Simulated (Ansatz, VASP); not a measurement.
CaO: VASP and Ansatz over several settings

```
Ca O
1.0
     0.00000    2.35449    2.35449
     2.35449    0.00000    2.35449
     2.35449    2.35449    0.00000
Ca O
1 1
Direct
  0.00000 0.00000 0.00000
  0.50000 0.50000 0.50000
```

Single points on this cell with VASP 6.6.1 and Ansatz 0.2.0. Each row is one pair of runs. Alike in all rows: spin: off; k mesh: 10 × 10 × 10; smearing: fermi-dirac, width 0.05 eV.

| level | VASP's potentials, cutoff | Ansatz's potentials, cutoff | gap on the k mesh at the Fermi level (eV), VASP | gap on the k mesh at the Fermi level (eV), Ansatz | least direct gap on the mesh (eV), VASP | least direct gap on the mesh (eV), Ansatz | pressure (GPa), VASP | pressure (GPa), Ansatz |
| --- | --- | --- | --- | --- | --- | --- | --- | --- |
| PBEsol+D4 | VASP PAW PBE potentials, release 64 (Ca_sv, O), 520 eV | Ansatz PAW, 420 eV | 3.50 | ? | 3.86 | ? | 4.0 | ? |
| r2SCAN | VASP PAW PBE potentials, release 64 (Ca_sv, O), 520 eV | Ansatz PAW, 500 eV | 4.16 | 4.18 | 4.52 | 4.54 | 8.5 | 7.1 |
| b88 exchange, pbe correlation | VASP PAW PBE potentials, release 64 (Ca_sv, O), 600 eV | Ansatz PAW, 420 eV | 3.64 | 3.66 | 3.99 | 4.01 | 10.0 | 9.4 |

Q: Fill in what Ansatz gave in row 1.

A: gap on the k mesh at the Fermi level (eV): 3.52; least direct gap on the mesh (eV): 3.88; pressure (GPa): 3.2.
